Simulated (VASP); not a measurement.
# Zr (P6_3/mmc) in VASP: a series of runs, part 2 of 2

VASP 6.6.1. The steps go on from the part before.

## 3. Single point, PBEsol+D4

This run uses another cell than the first one, of 22.27 Å³/atom, 0.989 times its volume.

INCAR reads:

```
SYSTEM = Zr
  PREC = Accurate
  ENCUT = 500
  EDIFF = 1E-6
  ISMEAR = 0
  SIGMA = 0.1
  LREAL = .FALSE.
  LASPH = .TRUE.
  NELM = 120
  ALGO = Normal
  ISIF = 2
  LWAVE = .FALSE.
  LCHARG = .FALSE.
  GGA = PS
  IVDW = 13
  NBANDS = 19
  GGA_COMPAT = .FALSE.
```

KPOINTS reads:

```
regular mesh
0
G
  15 15 8
  0 0 0
```

POSCAR reads:

```
Zr
1.0
    3.1732991193      0.0000000000      0.0000000000
   -1.5866495597      2.7481576511      0.0000000000
    0.0000000000      0.0000000000      5.1073712892
Zr
2
Direct
    0.3333333333      0.6666666667      0.2500000000
    0.6666666667      0.3333333333      0.7500000000
```

Potentials or basis: VASP PAW PBE potentials, release 64 (Zr_sv).

Started as:

```console
$ cat potpaw_PBE.64/Zr_sv/POTCAR > POTCAR
$ mpirun -np 1 vasp_std > vasp.out
```

OUTCAR:

```text
SYSTEM = Zr
   PREC = Accurate
   ENCUT = 500
   EDIFF = 1E-6
   ISMEAR = 0
   LREAL = .FALSE.
   LASPH = .TRUE.
   NELM = 120
   ISIF = 2
   GGA = PS
   IVDW = 13

 ion  position               nearest neighbor table
   1  0.333  0.667  0.250-   2 3.14   2 3.14   2 3.14   2 3.14   2 3.14   2 3.14
   2  0.667  0.333  0.750-   1 3.14   1 3.14   1 3.14   1 3.14   1 3.14   1 3.14

  LATTYP: Found a hexagonal cell.
 ALAT       =     3.1732991193
 C/A-ratio  =     1.6094830954

  Lattice vectors:

 A1 = (   3.1732991193,   0.0000000000,   0.0000000000)
 A2 = (  -1.5866495597,   2.7481576511,   0.0000000000)
 A3 = (   0.0000000000,   0.0000000000,   5.1073712892)

Analysis of symmetry for initial positions (statically):
=====================================================================
 Subroutine PRICEL returns:
 Original cell was already a primitive cell.

 Routine SETGRP: Setting up the symmetry group for a
 hexagonal supercell.

 Subroutine GETGRP returns: Found 24 space group operations
 (whereof 12 operations were pure point group operations)
 out of a pool of 24 trial point group operations.

The static configuration has the point symmetry D_3d.
 The point group associated with its full space group is D_6h.

Analysis of symmetry for dynamics (positions and initial velocities):
=====================================================================
 Subroutine PRICEL returns:
 Original cell was already a primitive cell.

 Routine SETGRP: Setting up the symmetry group for a
 hexagonal supercell.

 Subroutine GETGRP returns: Found 24 space group operations
 (whereof 12 operations were pure point group operations)
 out of a pool of 24 trial point group operations.

The dynamic configuration has the point symmetry D_3d.
 The point group associated with its full space group is D_6h.

 Subroutine INISYM returns: Found 24 space group operations
 (whereof 12 operations are pure point group operations),
 and found     1 'primitive' translations
[... 111 lines left out ...]
   EFERMI_NEDOS =   21; number of points for ismear=-14 and -15
   IALGO  =     38    algorithm
   IMIX   =      4    mixing-type and parameters
     AMIX     =   0.40;   BMIX     =  1.00
     AMIX_MAG =   1.60;   BMIX_MAG =  1.00
  volume/ion in A,a.u.               =      22.27       150.29
  Fermi-wavevector in a.u.,A,eV,Ry     =   1.332177  2.517449 24.146194  1.774695
  Thomas-Fermi vector in A             =   2.461132
   LORBIT       =      0    0 simple, 1 ext, 2 COOP (PROOUT), +10 PAW based schemes
   GGA     = PS    functional components
   LHFCALC =     F    Hartree Fock is set to
   AEXX    =    0.0000 exact exchange contribution
   IVDW    =    13    specifies the selected vdW correction
   LEPSILON=     F    determine dielectric tensor
   LRPA    =     F    only Hartree local field effects (RPA)
 non-spin polarized calculation
 Gauss-broadening in eV      SIGMA  =   0.10
  energy-cutoff  :      500.00
  volume of cell :       44.54
 maximum number of plane-waves:      1152
 NGX is ok and might be reduce to    24
   NGX = 11   NGY = 11   NGZ = 19

 number of electron      24.0000000 magnetization

 Free energy of the ion-electron system (eV)
  ---------------------------------------------------
  ext. energy  EPLUGINS =         0.00000000
  ---------------------------------------------------
  free energy    TOTEN  =       -18.16628053 eV

  energy without entropy =      -18.15603715  energy(sigma->0) =      -18.16115884

 E-fermi :   9.3832     XC(G=0): -11.4069

 val. band max:        9.3810064651   @ k =   0.2000   0.1333   0.3750
 cond. band min:       9.3938415278   @ k =   0.3333   0.3333   0.5000
 fundamental gap:      0.0128350627
 Fermi energy:         9.3832435908

 k-point     1 :       0.0000    0.0000    0.0000
  band No.  band energies     occupation
      1     -39.2826      2.00000
      2     -39.1022      2.00000
      3     -17.9085      2.00000
      4     -16.8995      2.00000
      5     -16.8995      2.00000
      6     -16.7604      2.00000
[... 505 lines left out ...]
      6     -17.3021      2.00000
[... 11 lines left out ...]
     18      14.4169      0.00000
     19      16.1832      0.00000

 [... further k-points ...]

------------------------ aborting loop because EDIFF is reached ----------------------------------------

  DFT-D4 for vdW energy calculation

  Edisp (eV):   -0.25062

  FORCE on cell =-STRESS in cart. coord.  units (eV):
  Direction    XX          YY          ZZ          XY          YZ          ZX
  --------------------------------------------------------------------------------------
  -------------------------------------------------------------------------------------
  Total       0.01194     0.01194     0.01144    -0.00000     0.00000     0.00000
  in kB       0.42967     0.42967     0.41167    -0.00000     0.00000     0.00000
  external pressure =        0.42 kB  Pullay stress =        0.00 kB

 VOLUME and BASIS-vectors are now :
 -----------------------------------------------------------------------------
  energy-cutoff  :      500.00
  volume of cell :       44.54
      direct lattice vectors                 reciprocal lattice vectors
     3.173299119  0.000000000  0.000000000     0.315129448  0.181940072  0.000000000
    -1.586649560  2.748157651  0.000000000     0.000000000  0.363880143  0.000000000
     0.000000000  0.000000000  5.107371289     0.000000000  0.000000000  0.195795438

 POSITION                                       TOTAL-FORCE (eV/Angst)
 -----------------------------------------------------------------------------------
     -0.00000      1.83211      1.27684         0.000000      0.000000      0.000000
      1.58665      0.91605      3.83053        -0.000000     -0.000000      0.000000
 -----------------------------------------------------------------------------------
    total drift:                               -0.000000      0.000000     -0.000000

  FREE ENERGIE OF THE ION-ELECTRON SYSTEM (eV)
  ---------------------------------------------------
  free  energy   TOTEN  =       -18.4169041653 eV

  energy  without entropy=      -18.4066607874  energy(sigma->0) =      -18.41178248
```

Run time: 52 s. Hardware: 1 thread of Intel Xeon 6975P-C, shared host; peak memory 0.22 GiB.

Results:

* Free energy: -18.4169 eV
* Pressure: 0.0 GPa
* Band gap on the k mesh: zero (band 12 reaches 10.36 eV, above the bottom of band 13 at 9.03 eV)
* Dispersion energy per atom: -0.125 eV

Caveat: the PAW data sets were made with another functional, which shifts forces and pressure a little; pairwise dispersion overbinds metals, which lowers pressure and volume.

## 4. Relaxation of cell and atoms, PBEsol+D4

INCAR reads:

```
SYSTEM = Zr
  PREC = Accurate
  ENCUT = 500
  EDIFF = 1E-7
  ISMEAR = 0
  SIGMA = 0.1
  LREAL = .False.
  LASPH = .True.
  NELM = 120
  ALGO = Normal
  ISIF = 3
  LWAVE = .False.
  LCHARG = .False.
  GGA = PS
  IVDW = 13
  IBRION = 2
  NSW = 100
  EDIFFG = -0.002
  GGA_COMPAT = .False.
  NELMIN = 4
```

KPOINTS reads:

```
regular mesh
0
Gamma
  15 15 8
  0 0 0
```

POSCAR reads:

```
Zr
1.0
    3.1900000000      0.0000000000      0.0000000000
   -1.5950000000      2.7626210000      0.0000000000
    0.0000000000      0.0000000000      5.1100000000
Zr
2
Direct
    0.3333333000      0.6666667000      0.2500000000
    0.6666667000      0.3333333000      0.7500000000
```

Potentials or basis: VASP PAW PBE potentials, release 64 (Zr_sv).

Started as:

```console
$ cat potpaw_PBE.64/Zr_sv/POTCAR > POTCAR
$ mpirun -np 1 vasp_std > vasp.out
```

OUTCAR:

```text
SYSTEM = Zr
   PREC = Accurate
   ENCUT = 500
   EDIFF = 1E-7
   ISMEAR = 0
   LREAL = .False.
   LASPH = .True.
   NELM = 120
   ISIF = 3
   GGA = PS
   IVDW = 13
   IBRION = 2
   NSW = 100
   EDIFFG = -0.002
   NELMIN = 4

 ion  position               nearest neighbor table
   1  0.333  0.667  0.250-   2 3.15   2 3.15   2 3.15   2 3.15   2 3.15   2 3.15
   2  0.667  0.333  0.750-   1 3.15   1 3.15   1 3.15   1 3.15   1 3.15   1 3.15

  LATTYP: Found a hexagonal cell.
 ALAT       =     3.1900000000
 C/A-ratio  =     1.6018808777

  Lattice vectors:

 A1 = (   3.1900000000,   0.0000000000,   0.0000000000)
 A2 = (  -1.5950000000,   2.7626210000,   0.0000000000)
 A3 = (   0.0000000000,   0.0000000000,   5.1100000000)

Analysis of symmetry for initial positions (statically):
=====================================================================
 Subroutine PRICEL returns:
 Original cell was already a primitive cell.

 Routine SETGRP: Setting up the symmetry group for a
 hexagonal supercell.

 Subroutine GETGRP returns: Found 24 space group operations
 (whereof 12 operations were pure point group operations)
 out of a pool of 24 trial point group operations.

The static configuration has the point symmetry D_3d.
 The point group associated with its full space group is D_6h.

Analysis of symmetry for dynamics (positions and initial velocities):
=====================================================================
 Subroutine PRICEL returns:
 Original cell was already a primitive cell.

 Routine SETGRP: Setting up the symmetry group for a
 hexagonal supercell.

 Subroutine GETGRP returns: Found 24 space group operations
 (whereof 12 operations were pure point group operations)
 out of a pool of 24 trial point group operations.

The dynamic configuration has the point symmetry D_3d.
 The point group associated with its full space group is D_6h.

 Subroutine INISYM returns: Found 24 space group operations
 (whereof 12 operations are pure point group operations),
 and found     1 'primitive' translations

----------------------------------------------------------------------------------------

                                     Primitive cell

  volume of cell :      45.0332
[... 98 lines left out ...]
   TEBEG  =    0.0;   TEEND  =   0.0 temperature during run
   PSTRESS=    0.0 pullay stress
   NELECT =      24.0000    total number of electrons
   NUPDOWN=      -1.0000    fix difference up-down
   EMIN   =  10.00;   EMAX   =-10.00  energy-range for DOS
   EFERMI =   0.00;   METHOD = LEGACY
   ISMEAR =     0;   SIGMA  =   0.10  broadening in eV -4-tet -1-fermi 0-gaus
   EFERMI_NEDOS =   21; number of points for ismear=-14 and -15
   IALGO  =     38    algorithm
   IMIX   =      4    mixing-type and parameters
     AMIX     =   0.40;   BMIX     =  1.00
     AMIX_MAG =   1.60;   BMIX_MAG =  1.00
  volume/ion in A,a.u.               =      22.52       151.95
  Fermi-wavevector in a.u.,A,eV,Ry     =   1.327295  2.508225 23.969564  1.761713
  Thomas-Fermi vector in A             =   2.456618
   LORBIT       =      0    0 simple, 1 ext, 2 COOP (PROOUT), +10 PAW based schemes
   GGA     = PS    functional components
   LHFCALC =     F    Hartree Fock is set to
   AEXX    =    0.0000 exact exchange contribution
   IVDW    =    13    specifies the selected vdW correction
   LEPSILON=     F    determine dielectric tensor
   LRPA    =     F    only Hartree local field effects (RPA)
 conjugate gradient relaxation of ions
 non-spin polarized calculation
 Gauss-broadening in eV      SIGMA  =   0.10
  energy-cutoff  :      500.00
  volume of cell :       45.03
 maximum number of plane-waves:      1170
 NGX is ok and might be reduce to    24
   NGX = 11   NGY = 11   NGZ = 19

--------------------------------------- Ionic step        1  -------------------------------------------

 number of electron      24.0000000 magnetization

 Free energy of the ion-electron system (eV)
  ---------------------------------------------------
  ext. energy  EPLUGINS =         0.00000000
  ---------------------------------------------------
  free energy    TOTEN  =       -18.16746860 eV

  energy without entropy =      -18.15727067  energy(sigma->0) =      -18.16236963

------------------------ aborting loop because EDIFF is reached ----------------------------------------

  DFT-D4 for vdW energy calculation

  Edisp (eV):   -0.24796
[... 151 lines left out ...]
--------------------------------------- Ionic step        5  -------------------------------------------

 number of electron      24.0000000 magnetization

 Free energy of the ion-electron system (eV)
  ---------------------------------------------------
  ext. energy  EPLUGINS =         0.00000000
  ---------------------------------------------------
  free energy    TOTEN  =       -18.16654611 eV

  energy without entropy =      -18.15630453  energy(sigma->0) =      -18.16142532

 E-fermi :   9.3788     XC(G=0): -11.4050

 val. band max:        9.3769183952   @ k =   0.2000   0.1333   0.3750
 cond. band min:       9.3888875739   @ k =   0.3333   0.3333   0.5000
 fundamental gap:      0.0119691787
 Fermi energy:         9.3788233359

 k-point     1 :       0.0000    0.0000    0.0000
  band No.  band energies     occupation
      1     -39.2878      2.00000
      2     -39.1076      2.00000
      3     -17.9131      2.00000
      4     -16.9054      2.00000
      5     -16.9054      2.00000
      6     -16.7662      2.00000
[... 433 lines left out ...]
      3     -17.6522      2.00000
      4     -17.4646      2.00000
      5     -17.3345      2.00000
      6     -17.3073      2.00000
[... 8 lines left out ...]
     15      11.0145      0.00000
     16      13.7596      0.00000

 [... further k-points ...]

------------------------ aborting loop because EDIFF is reached ----------------------------------------

  DFT-D4 for vdW energy calculation

  Edisp (eV):   -0.25053
[... 25 lines left out ...]
  FREE ENERGIE OF THE ION-ELECTRON SYSTEM (eV)
  ---------------------------------------------------
  free  energy   TOTEN  =       -18.4170737042 eV

  energy  without entropy=      -18.4068321240  energy(sigma->0) =      -18.41195291

 reached required accuracy - stopping structural energy minimisation
```

OSZICAR:

```text
N       E                     dE             d eps       ncg     rms          rms(c)
DAV:   1     0.208086321983E+03    0.20809E+03   -0.13371E+04  4336   0.145E+03
DAV:   2    -0.478856288479E+01   -0.21287E+03   -0.21101E+03  5440   0.407E+02
[... 41 lines left out ...]
   4 F= -.18417057E+02 E0= -.18411942E+02  d E =-.942900E-04
       N       E                     dE             d eps       ncg     rms          rms(c)
DAV:   1    -0.181667642254E+02   -0.23034E-03   -0.13888E-02  4320   0.111E+00    0.828E-02
DAV:   2    -0.181665952825E+02    0.16894E-03   -0.43103E-04  4928   0.165E-01    0.391E-02
DAV:   3    -0.181665459145E+02    0.49368E-04   -0.19891E-04  5832   0.101E-01    0.644E-03
DAV:   4    -0.181665462060E+02   -0.29147E-06   -0.30273E-06  4912   0.169E-02    0.299E-03
DAV:   5    -0.181665461089E+02    0.97138E-07   -0.17257E-07  3856   0.367E-03
   5 F= -.18417074E+02 E0= -.18411953E+02  d E =-.110902E-03
```

Run time: 3 min. Hardware: 1 thread of Intel Xeon 6975P-C, shared host; peak memory 0.22 GiB.

Results:

| Quantity | Value |
| --- | --- |
| Free energy | -18.4171 eV |
| Relaxed volume | 22.28 Å³/atom |
| Relaxed cell | a = 3.174 Å, b = 3.174 Å, c = 5.108 Å, α = 90.00°, β = 90.00°, γ = 120.00° |
| Space group after relaxing (to 0.05 Å) | P6_3/mmc (No. 194) |
| Energy gained by relaxing | 0.8 meV/atom |
| Ionic steps | 5 |
| Pressure after relaxing | 0.0 GPa |
| Band gap on the k mesh | zero (band 12 reaches 10.36 eV, above the bottom of band 13 at 9.03 eV) |
| Dispersion energy per atom | -0.125 eV |

The path:
| step | energy change (eV) | largest force (eV/Å) | pressure (GPa) | volume (Å³) |
| --- | --- | --- | --- | --- |
| 1 | 0.0000 | 0.0000 | -1.01 | 45.03 |
| 2 | -0.0002 | 0.0000 | 1.03 | 44.12 |
| 3 | -0.0015 | 0.0000 | 0.02 | 44.56 |
| 4 | -0.0016 | 0.0000 | 0.01 | 44.56 |
| 5 | -0.0016 | 0.0000 | 0.00 | 44.56 |

Final structure:
```cif
data_structure
_symmetry_space_group_name_H-M 'P 1'
_symmetry_Int_Tables_number 1
_cell_length_a 3.1738
_cell_length_b 3.1738
_cell_length_c 5.1077
_cell_angle_alpha 90.000
_cell_angle_beta 90.000
_cell_angle_gamma 120.000
_cell_volume 44.56
loop_
_atom_site_label
_atom_site_type_symbol
_atom_site_fract_x
_atom_site_fract_y
_atom_site_fract_z
_atom_site_occupancy
Zr1 Zr 0.33333 0.66667 0.25000 1
Zr2 Zr 0.66667 0.33333 0.75000 1
```

Caveat: the PAW data sets were made with another functional, which shifts forces and pressure a little; pairwise dispersion overbinds metals, which lowers pressure and volume.

## 5. Summary

```tsv
task	cell	k mesh	gap on the mesh (eV)	pressure (GPa)
single point	a = 3.190, b = 3.190, c = 5.110 Å, angles 90.0, 90.0, 120.0°, 2 atoms	6 × 6 × 4	none	-1.2
single point	a = 3.173, b = 3.173, c = 5.107 Å, angles 90.0, 90.0, 120.0°, 2 atoms	15 × 15 × 8	none	0.0
relaxation of cell and atoms	relaxed from a = 3.190, b = 3.190, c = 5.110 Å, angles 90.0, 90.0, 120.0°, 2 atoms	15 × 15 × 8	none	0.0
```

Alike in all rows: level PBEsol+D4; potentials or basis VASP PAW PBE potentials, release 64 (Zr_sv); no spin polarisation; cutoff (eV) 500; smearing gaussian 0.1 eV.

Caveats: some runs use coarse meshes; the PAW data sets were made with another functional, which shifts forces and pressure a little; pairwise dispersion overbinds metals, which lowers pressure and volume.

Total energies depend on the potentials used, so only differences within one code and one set of settings carry meaning.
